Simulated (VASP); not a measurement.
# Cd (P6_3/mmc) in VASP: further runs

Runs on Cd. Level: PBEsol+D3(BJ). Tasks: single point.

Program: VASP 6.6.1. These are calculated values, not measurements. Logs are shortened: lines on timing, memory, paths and dates and some standing lists are left out, and cuts for length are marked.

## (1) The cell of the first run

Symmetry: P6_3/mmc, No. 194, hexagonal system. The conventional cell has a = 2.762 Å, b = 2.762 Å, c = 4.826 Å, α = 90.00°, β = 90.00°, γ = 120.00°. Within 3.6 Å of Cd (site symmetry -6m2) lie 12 Cd at 2.76 to 2.89 Å.

## (2) Single point, PBEsol+D3(BJ)

Input file INCAR:

```
ALGO = Normal
EDIFF = 1E-6
ENCUT = 520
GGA = PS
ISIF = 2
ISMEAR = -1
IVDW = 12
LASPH = T
LCHARG = T
LELF = T
LREAL = F
LVHAR = T
LWAVE = F
NBANDS = 19
NELM = 80
PREC = Accurate
SIGMA = 0.1
```

Input file KPOINTS:

```
k-points
0
Gamma
  7 7 3
```

Input file POSCAR:

```
Cd
1.0
    2.7615609597      0.0000000000      0.0000000000
   -1.3807804799      2.3915819452      0.0000000000
    0.0000000000      0.0000000000      4.8259154277
Cd
2
Direct
    0.3333333333      0.6666666667      0.2500000000
    0.6666666667      0.3333333333      0.7500000000
```

Potentials or basis: VASP PAW PBE potentials, release 64 (Cd).

The run is started by

```bash
$ cat potpaw_PBE.64/Cd/POTCAR > POTCAR
$ mpirun -np 1 vasp_std > vasp.out
```

OUTCAR:

```text
EDIFF = 1E-6
   ENCUT = 520
   GGA = PS
   ISIF = 2
   ISMEAR = -1
   IVDW = 12
   LASPH = T
   LREAL = F
   NELM = 80
   PREC = Accurate
 IVDW          = 12

 ion  position               nearest neighbor table
   1  0.333  0.667  0.250-   2 2.89   2 2.89   2 2.89   2 2.89   2 2.89   2 2.89
   2  0.667  0.333  0.750-   1 2.89   1 2.89   1 2.89   1 2.89   1 2.89   1 2.89

  LATTYP: Found a hexagonal cell.
 ALAT       =     2.7615609597
 C/A-ratio  =     1.7475317395

  Lattice vectors:

 A1 = (   2.7615609597,   0.0000000000,   0.0000000000)
 A2 = (  -1.3807804799,   2.3915819452,   0.0000000000)
 A3 = (   0.0000000000,   0.0000000000,   4.8259154277)

Analysis of symmetry for initial positions (statically):
=====================================================================
 Subroutine PRICEL returns:
 Original cell was already a primitive cell.

 Routine SETGRP: Setting up the symmetry group for a
 hexagonal supercell.

 Subroutine GETGRP returns: Found 24 space group operations
 (whereof 12 operations were pure point group operations)
 out of a pool of 24 trial point group operations.

The static configuration has the point symmetry D_3d.
 The point group associated with its full space group is D_6h.

Analysis of symmetry for dynamics (positions and initial velocities):
=====================================================================
 Subroutine PRICEL returns:
 Original cell was already a primitive cell.

 Routine SETGRP: Setting up the symmetry group for a
 hexagonal supercell.

 Subroutine GETGRP returns: Found 24 space group operations
 (whereof 12 operations were pure point group operations)
 out of a pool of 24 trial point group operations.

The dynamic configuration has the point symmetry D_3d.
 The point group associated with its full space group is D_6h.

 Subroutine INISYM returns: Found 24 space group operations
 (whereof 12 operations are pure point group operations),
 and found     1 'primitive' translations

----------------------------------------------------------------------------------------

                                     Primitive cell

  volume of cell :      31.8728

  direct lattice vectors                    reciprocal lattice vectors
     2.761560960  0.000000000  0.000000000     0.362114042  0.209066639  0.000000000
    -1.380780480  2.391581945  0.000000000     0.000000000  0.418133279  0.000000000
     0.000000000  0.000000000  4.825915428     0.000000000  0.000000000  0.207214572

  length of vectors
     2.761560960  2.761560960  4.825915428     0.418133279  0.418133279  0.207214572

[... 70 lines left out ...]
   NELM   =     80;   NELMIN=  2; NELMDL= -5     # of ELM steps
   EDIFF  = 0.1E-05   stopping-criterion for ELM
   LREAL  =      F    real-space projection
   EDIFFG = 0.1E-04   stopping-criterion for IOM
   NSW    =      0    number of steps for IOM
   IBRION =     -1    ionic relax: 0-MD 1-quasi-New 2-CG
   NFREE  =      0    steps in history (QN), initial steepest desc. (CG)
   ISIF   =      2    stress and relaxation
   ISYM   =      2    0-nonsym 1-usesym 2-fastsym
   POTIM  = 0.5000    time-step for ionic-motion
   TEBEG  =    0.0;   TEEND  =   0.0 temperature during run
   PSTRESS=    0.0 pullay stress
   NELECT =      24.0000    total number of electrons
   NUPDOWN=      -1.0000    fix difference up-down
   EMIN   =  10.00;   EMAX   =-10.00  energy-range for DOS
   EFERMI =   0.00;   METHOD = LEGACY
   ISMEAR =    -1;   SIGMA  =   0.10  broadening in eV -4-tet -1-fermi 0-gaus
   EFERMI_NEDOS =   21; number of points for ismear=-14 and -15
   IALGO  =     38    algorithm
   IMIX   =      4    mixing-type and parameters
     AMIX     =   0.40;   BMIX     =  1.00
     AMIX_MAG =   1.60;   BMIX_MAG =  1.00
  volume/ion in A,a.u.               =      15.94       107.54
  Fermi-wavevector in a.u.,A,eV,Ry     =   1.489380  2.814519 30.181142  2.218251
  Thomas-Fermi vector in A             =   2.602295
   LORBIT       =      0    0 simple, 1 ext, 2 COOP (PROOUT), +10 PAW based schemes
   GGA     = PS    functional components
   LHFCALC =     F    Hartree Fock is set to
   AEXX    =    0.0000 exact exchange contribution
   IVDW    =    12    specifies the selected vdW correction
   LEPSILON=     F    determine dielectric tensor
   LRPA    =     F    only Hartree local field effects (RPA)
 non-spin polarized calculation
  energy-cutoff  :      520.00
  volume of cell :       31.87
 maximum number of plane-waves:       865
 NGX is ok and might be reduce to    24
   NGX = 11   NGY = 11   NGZ = 17

 number of electron      23.9999996 magnetization

 Free energy of the ion-electron system (eV)
  ---------------------------------------------------
  ext. energy  EPLUGINS =         0.00000000
  ---------------------------------------------------
  free energy    TOTEN  =        -1.62663631 eV

  energy without entropy =       -1.62120480  energy(sigma->0) =       -1.62392055

 E-fermi :   5.7059     XC(G=0): -12.9363

 val. band max:        5.4712437049   @ k =   0.2857   0.2857   0.3333
 cond. band min:       6.2459795481   @ k =   0.2857   0.1429   0.0000
 fundamental gap:      0.7747358433
 Fermi energy:         5.7058623382

 k-point     1 :       0.0000    0.0000    0.0000
  band No.  band energies     occupation
      1      -6.1741      2.00000
      2      -6.0689      2.00000
      3      -5.0965      2.00000
      4      -4.8083      2.00000
      5      -4.8083      2.00000
      6      -4.6608      2.00000
[... 329 lines left out ...]
      6      -4.3646      2.00000
[... 11 lines left out ...]
     18      17.9587      0.00000
     19      18.8099      0.00000

------------------------ aborting loop because EDIFF is reached ----------------------------------------

 Edisp (eV)   -1.13407

 E8    (eV) :    -0.7601

  FORCE on cell =-STRESS in cart. coord.  units (eV):
  Direction    XX          YY          ZZ          XY          YZ          ZX
  --------------------------------------------------------------------------------------
  -------------------------------------------------------------------------------------
  Total       6.03421     6.03421     5.95757    -0.00000    -0.00000     0.00000
  in kB     303.32703   303.32703   299.47492    -0.00000    -0.00000     0.00000
  external pressure =      302.04 kB  Pullay stress =        0.00 kB

 VOLUME and BASIS-vectors are now :
 -----------------------------------------------------------------------------
  energy-cutoff  :      520.00
  volume of cell :       31.87
      direct lattice vectors                 reciprocal lattice vectors
     2.761560960  0.000000000  0.000000000     0.362114042  0.209066639  0.000000000
    -1.380780480  2.391581945  0.000000000     0.000000000  0.418133279  0.000000000
     0.000000000  0.000000000  4.825915428     0.000000000  0.000000000  0.207214572

 POSITION                                       TOTAL-FORCE (eV/Angst)
 -----------------------------------------------------------------------------------
     -0.00000      1.59439      1.20648         0.000000      0.000000      0.000000
      1.38078      0.79719      3.61944        -0.000000      0.000000      0.000000
 -----------------------------------------------------------------------------------
    total drift:                               -0.000000      0.000000      0.000000

  FREE ENERGIE OF THE ION-ELECTRON SYSTEM (eV)
  ---------------------------------------------------
  free  energy   TOTEN  =        -2.7607098174 eV

  energy  without entropy=       -2.7552783091  energy(sigma->0) =       -2.75799406
```

stdout:

```text
POSCAR found type information on POSCAR Cd
 POSCAR found :  1 types and       2 ions
 scaLAPACK will be used
 -----------------------------------------------------------------------------
|                                                                             |
|                                                                             |
|     You enforced a specific xc type in the INCAR file but a different       |
|     I HOPE YOU KNOW WHAT YOU ARE DOING!                                     |
|                                                                             |
 -----------------------------------------------------------------------------

 LDA part: xc-table for (Slater+PW92), standard interpolation
 POSCAR, INCAR and KPOINTS ok, starting setup
 FFT: planning ... GRIDC
 FFT: planning ... GRID_SOFT
 FFT: planning ... GRID
 WAVECAR not read
 entering main loop
```

It took 31 s on 1 thread of AMD EPYC 7R13, shared host; peak memory 0.13 GiB.

What came out:

| Quantity | Value |
| --- | --- |
| Free energy | -2.7607 eV |
| Pressure | 30.2 GPa |
| Band gap on the k mesh | zero (band 12 reaches 6.57 eV, above the bottom of band 13 at 3.79 eV) |
| Dispersion energy per atom | -0.567 eV |

Stress tensor (GPa, compression positive):
```
30.33  0.00  0.00
 0.00 30.33  0.00
 0.00  0.00 29.95
```

Caveat: the k points lie up to 0.43 Å⁻¹ apart; three body term missing; the PAW data sets were made with another functional, which shifts forces and pressure a little; pairwise dispersion overbinds metals, which lowers pressure and volume.

## (3) Single point, PBEsol+D3(BJ)

This run uses another cell than the first one, of 16.77 Å³/atom, 1.052 times its volume.

Input file INCAR:

```
SYSTEM = Cd
  PREC = Accurate
  ENCUT = 520
  EDIFF = 1E-6
  ISMEAR = -1
  SIGMA = 0.1
  LREAL = .FALSE.
  LASPH = .TRUE.
  NELM = 60
  ALGO = Normal
  ISIF = 2
  LWAVE = .FALSE.
  LCHARG = .FALSE.
  GGA = PS
  IVDW = 12
  NBANDS = 19
```

Input file KPOINTS:

```
regular mesh
0
G
  7 7 3
  0 0 0
```

Input file POSCAR:

```
Cd
1.0
    2.8045006832      0.0000000000      0.0000000000
   -1.4022503416      2.4287688366      0.0000000000
    0.0000000000      0.0000000000      4.9232522686
Cd
2
Direct
    0.3333333333      0.6666666667      0.2500000000
    0.6666666667      0.3333333333      0.7500000000
```

Potentials or basis: VASP PAW PBE potentials, release 64 (Cd).

The run is started by

```bash
$ cat potpaw_PBE.64/Cd/POTCAR > POTCAR
$ mpirun -np 1 vasp_std > vasp.out
```

Run time: 27 s. Hardware: 1 thread of AMD EPYC 7R13, shared host; peak memory 0.14 GiB.

The run converged. Its results:

* Free energy: -3.0185 eV
* Pressure: 20.0 GPa
* Band gap on the k mesh: zero (band 12 reaches 6.01 eV, above the bottom of band 13 at 3.10 eV)
* Dispersion energy per atom: -0.538 eV

Stress tensor (GPa, compression positive):
```
20.10  0.00  0.00
 0.00 20.10  0.00
 0.00  0.00 19.82
```

Levels at points of the mesh, in eV from the Fermi level:
```csv
k point,band 10,band 11,band 12,band 13,band 14,band 15
"(0.00, 0.00, 0.00)",-9.01,-9.01,-4.31,-2.09,13.81,14.46
```

Caveat: the k points lie up to 0.43 Å⁻¹ apart; three body term missing; the PAW data sets were made with another functional, which shifts forces and pressure a little; pairwise dispersion overbinds metals, which lowers pressure and volume.

## (4) Single point, PBEsol+D3(BJ)

This run uses another cell than the first one, of 17.92 Å³/atom, 1.125 times its volume.

Input file INCAR:

```
ALGO = Normal ; EDIFF = 1E-7
ENCUT = 520 ; GGA = PS
ISIF = 2 ; ISMEAR = -1
IVDW = 12 ; LASPH = T
LCHARG = F ; LREAL = F
LWAVE = F ; NBANDS = 19
NELM = 60 ; PREC = Accurate
SIGMA = 0.1
```

Input file KPOINTS:

```
k-points
0
Gamma
  7 7 3
```

Input file POSCAR:

```
Cd
1.0
    2.8592952633      0.0000000000      0.0000000000
   -1.4296476316      2.4762223349      0.0000000000
    0.0000000000      0.0000000000      5.0624199532
Cd
2
Direct
    0.3333333333      0.6666666667      0.2500000000
    0.6666666667      0.3333333333      0.7500000000
```

The run is started by

```bash
$ cat potpaw_PBE.64/Cd/POTCAR > POTCAR
$ mpirun -np 1 vasp_std > vasp.out
```

It took 27 s on 1 thread of AMD EPYC 7R13, shared host; peak memory 0.13 GiB.

It converged, with:

| Property | Result |
| --- | --- |
| Free energy | -3.2290 eV |
| Pressure | 9.9 GPa |
| Band gap on the k mesh | zero (band 12 reaches 5.36 eV, above the bottom of band 13 at 2.22 eV) |
| Dispersion energy per atom | -0.503 eV |

Stress tensor (GPa, compression positive):
```
10.02  0.00  0.00
 0.00 10.02  0.00
 0.00  0.00  9.69
```

Levels at points of the mesh, in eV from the Fermi level:
```
           k point  band 8  band 9  band 10  band 11  band 12  band 13  band 14  band 15  band 16  band 17
(0.00, 0.00, 0.00)   -9.38   -9.38    -8.87    -8.87    -3.97    -2.32    13.20    14.34    15.56    15.56
```

Caveat: the k points lie up to 0.41 Å⁻¹ apart; three body term missing; the PAW data sets were made with another functional, which shifts forces and pressure a little; pairwise dispersion overbinds metals, which lowers pressure and volume.

## (5) Summary

| cell | gap on the mesh (eV) | pressure (GPa) |
| --- | --- | --- |
| a = 2.762, b = 2.762, c = 4.826 Å, angles 90.0, 90.0, 120.0°, 2 atoms | none | 30.2 |
| a = 2.805, b = 2.805, c = 4.923 Å, angles 90.0, 90.0, 120.0°, 2 atoms | none | 20.0 |
| a = 2.859, b = 2.859, c = 5.062 Å, angles 90.0, 90.0, 120.0°, 2 atoms | none | 9.9 |

Alike in all rows: task single point; level PBEsol+D3(BJ); potentials or basis VASP PAW PBE potentials, release 64 (Cd); no spin polarisation; k mesh 7 × 7 × 3; cutoff (eV) 520; smearing fermi-dirac 0.1 eV.

Caveats: all runs use coarse meshes; three body term missing; the PAW data sets were made with another functional, which shifts forces and pressure a little; pairwise dispersion overbinds metals, which lowers pressure and volume.

Absolute energies hang on the potentials; compare differences alone.
